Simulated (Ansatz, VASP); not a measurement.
## One calculation of Zn, two programs

File INCAR:

```
ALGO = Fast
EDIFF = 1E-6
ENCUT = 520
GGA = PS
ISIF = 2
ISMEAR = 0
LASPH = True
LCHARG = False
LREAL = False
LWAVE = False
NBANDS = 19
NELM = 80
PREC = Accurate
SIGMA = 0.15
```

KPOINTS

```
k-points
0
Gamma
  24 24 10
```

Contents of POSCAR:

```
Zn
1.0
    2.5848541116      0.0000000000      0.0000000000
   -1.2924270558      2.2385493257      0.0000000000
    0.0000000000      0.0000000000      4.7982990000
Zn
2
Direct
    0.3333333333      0.6666666667      0.2500000000
    0.6666666667      0.3333333333      0.7500000000
```

Input for Ansatz:

```yaml
crystal:
  lattice:
    - [2.5848541116, 0.0, 0.0]
    - [-1.2924270558, 2.2385493257, 0.0]
    - [0.0, 0.0, 4.798299]
  atoms:
    - { symbol: Zn, position: [0.3333333333, 0.6666666667, 0.25] }
    - { symbol: Zn, position: [0.6666666667, 0.3333333333, 0.75] }
basis:
  ecutwfc: 420
kpoints:
  mp_grid: { grid: [24, 24, 10] }
hamiltonian:
  xc: pbesol
scf:
  occupations: { method: gaussian, width: 0.15 }
output:
  forces: true
  stress: true
  eigenvalues: true
```

Change from the starting cell: strain -0.030 along x and y, -0.030 along z, atoms carried along.

Alike in both runs: task single point; functional PBEsol; k mesh 24 × 24 × 10; occupations gaussian, width 0.15 eV; no spin polarisation.

|  | VASP | Ansatz |
| --- | --- | --- |
| version | VASP 6.6.1 | Ansatz 0.2.0 |
| potentials or method | VASP PAW PBE potentials, release 64 (Zn), cutoff 520 eV | scalar-relativistic, plane waves, PAW |
| valence electrons in the cell | 24 | 24 |

|  | VASP | Ansatz | Ansatz less VASP |
| --- | --- | --- | --- |
| gap on the k mesh at the Fermi level (eV) | none | none | - |
| pressure (GPa) | 3.2 | 2.2 | -1.07 |
| traceless stress, the component that is largest in VASP (GPa) | -0.05 | 0.11 | +0.155 |

VASP's potentials were made for PBE, not for PBEsol. A gap of «none» marks a metal or a gap that the smearing closes. With one functional, cell and mesh, what is left measures potentials, basis and numerics.
